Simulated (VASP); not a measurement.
**ZrH2: single point with PBEsol**

Crystal: ZrH2.

```
CELL_PARAMETERS angstrom
0.00000 2.42518 2.42518
2.42518 0.00000 2.42518
2.42518 2.42518 0.00000
ATOMIC_POSITIONS crystal
Zr 0.00000 0.00000 0.00000
H 0.25000 0.25000 0.25000
H 0.75000 0.75000 0.75000
```

```yaml
Program: VASP 6.6.1
Task: single point
Functional: PBEsol
Potentials_or_basis: VASP PAW PBE potentials, release 64 (Zr_sv, H)
Cutoff: 520 eV
k_mesh: 10 × 10 × 10
Occupations: fermi-dirac, width 0.05 eV
Spin: no spin polarisation
```

- Pressure: -7.0 GPa
- Band gap on the k mesh: zero (band 7 reaches 8.52 eV, above the bottom of band 8 at 7.74 eV)

Levels at points of the mesh, in eV from the Fermi level:
| k point | band 5 | band 6 | band 7 | band 8 | band 9 | band 10 |
| --- | --- | --- | --- | --- | --- | --- |
| (0.00, 0.00, 0.00) | -9.50 | -1.24 | -0.32 | -0.32 | -0.32 | 2.19 |
| (0.50, 0.00, 0.00) | -7.29 | -4.45 | -0.20 | -0.20 | 3.50 | 3.50 |
| (0.50, 0.50, 0.00) | -6.40 | -4.55 | -3.28 | 3.68 | 3.73 | 3.73 |

It took 12 s on 1 thread of Intel(R) Xeon(R) 6975P-C (Granite Rapids), with other jobs on the host, peak memory 0.16 GiB.

Caveat: the PAW data sets were made with another functional, which shifts forces and pressure a little.
